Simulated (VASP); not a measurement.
Write the native input for VASP 6.6.1 that does the following.

- Task: single point
- Functional: r2SCAN
- Potentials or basis: VASP PAW PBE potentials, release 64 (Mg, H)
- Cutoff: 520 eV
- k mesh: 6 × 6 × 8
- Occupations: gaussian, width 0.01 eV
- Spin: no spin polarisation
- Dipole correction: no
- Further INCAR settings: ALGO = Normal; EDIFF = 1e-07; NBANDS = 13

MgH2:

```
CELL_PARAMETERS angstrom
4.48488 0.00000 0.00000
0.00000 4.48488 0.00000
0.00000 0.00000 2.99648
ATOMIC_POSITIONS crystal
Mg 0.00000 0.00000 0.00000
Mg 0.50000 0.50000 0.50000
H 0.30468 0.30468 0.00000
H 0.19532 0.80468 0.50000
H 0.80468 0.19532 0.50000
H 0.69532 0.69532 0.00000
```

The input as run:

POSCAR

```
MgH2
1.0
    4.4848772627      0.0000000000      0.0000000000
    0.0000000000      4.4848772627      0.0000000000
    0.0000000000      0.0000000000      2.9964754819
Mg H
2 4
Direct
    0.0000000000      0.0000000000      0.0000000000
    0.5000000000      0.5000000000      0.5000000000
    0.3046815063      0.3046815063      0.0000000000
    0.1953184937      0.8046815063      0.5000000000
    0.8046815063      0.1953184937      0.5000000000
    0.6953184937      0.6953184937      0.0000000000
```

INCAR.step1

```
SYSTEM = MgH2
ALGO     = Normal         ! electronic algorithm
EDIFF    = 1E-4           ! SCF threshold, eV
ENCUT    = 520            ! plane-wave cutoff, eV
GGA      = PE             ! functional
ISMEAR   = 0              ! smearing method
LASPH    = .TRUE.         ! aspherical terms in the spheres
LCHARG   = .FALSE.        ! write CHGCAR
LREAL    = .FALSE.        ! projectors in reciprocal space
LWAVE    = .TRUE.         ! write WAVECAR
NBANDS   = 13             ! bands
NELM     = 60             ! most SCF steps
PREC     = Accurate       ! precision mode
SIGMA    = 0.01           ! smearing width, eV
```

INCAR.step2

```
SYSTEM = MgH2
ALGO     = Normal         ! electronic algorithm
EDIFF    = 1E-7           ! SCF threshold, eV
ENCUT    = 520            ! plane-wave cutoff, eV
ISIF     = 2              ! what is computed and relaxed
ISMEAR   = 0              ! smearing method
ISTART   = 1            
LASPH    = .TRUE.         ! aspherical terms in the spheres
LCHARG   = .TRUE.         ! write CHGCAR
LELF     = .TRUE.         ! ELF
LMIXTAU  = .TRUE.       
LREAL    = .FALSE.        ! projectors in reciprocal space
LVHAR    = .TRUE.       
LWAVE    = .FALSE.        ! write WAVECAR
METAGGA  = R2SCAN         ! meta-GGA
NBANDS   = 13             ! bands
NELM     = 60             ! most SCF steps
PREC     = Accurate       ! precision mode
SIGMA    = 0.01           ! smearing width, eV
```

KPOINTS

```
k-points
0
G
  6 6 8
  0 0 0
```

Potentials or basis: VASP PAW PBE potentials, release 64 (Mg, H).

The run is started by

```bash
$ cat potpaw_PBE.64/Mg/POTCAR potpaw_PBE.64/H/POTCAR > POTCAR
$ cp INCAR.step1 INCAR
$ mpirun -np 1 vasp_std > vasp.out
$ cp INCAR.step2 INCAR
$ mpirun -np 1 vasp_std > vasp.out
```

It gave:

| Item | Value |
| --- | --- |
| Pressure | -0.4 GPa |
| Band gap on the k mesh | 4.46 eV (least direct gap 5.25 eV) |

Caveat: the structure was generated, so it needn't be the stable form of MgH2; the PAW data sets were made with another functional, which shifts forces and pressure a little.

Wall time 50 s on 1 thread of Intel(R) Xeon(R) 6975P-C (Granite Rapids), on a shared host, peak memory 0.19 GiB.
